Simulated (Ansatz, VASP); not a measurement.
One calculation of TaAs, two programs

```
Ta As
1.0
     3.33345    0.00000    0.00000
    -1.66673    2.88686    0.00000
     0.00000    0.00000    3.27423
Ta As
1 1
Direct
  0.33333 0.66667 0.50000
  0.00000 0.00000 0.00000
```

Alike in both runs: task relaxation of cell and atoms; functional PBE; k mesh 6 × 6 × 6; occupations gaussian, width 0.1 eV; no spin polarisation.

|  | VASP | Ansatz |
| --- | --- | --- |
| version | VASP 6.6.1 | Ansatz 0.2.0 |
| potentials or method | VASP PAW PBE potentials, release 64 (Ta_pv, As), cutoff 600 eV | scalar-relativistic, plane waves, PAW |
| valence electrons in the cell | 16 | 28 |

VASP gave:

- gap on the k mesh at the Fermi level, each at its own relaxed structure (eV): none
- relaxed volume (Å³/atom): 17.63
- relaxed cell length with the largest relative difference (Å): 3.479

Task: Which values does Ansatz return?

Result: gap on the k mesh at the Fermi level, each at its own relaxed structure (eV): none; relaxed volume (Å³/atom): 17.59; relaxed cell length with the largest relative difference (Å): 3.475.

A gap of «none» marks a metal or a gap that the smearing closes. VASP's potentials hold 16 valence electrons a cell and Ansatz's 28, so a difference there can come from the potentials and not from the codes.

The k mesh is coarse, so the values compare programs but aren't converged. Spin-orbit coupling is off throughout.
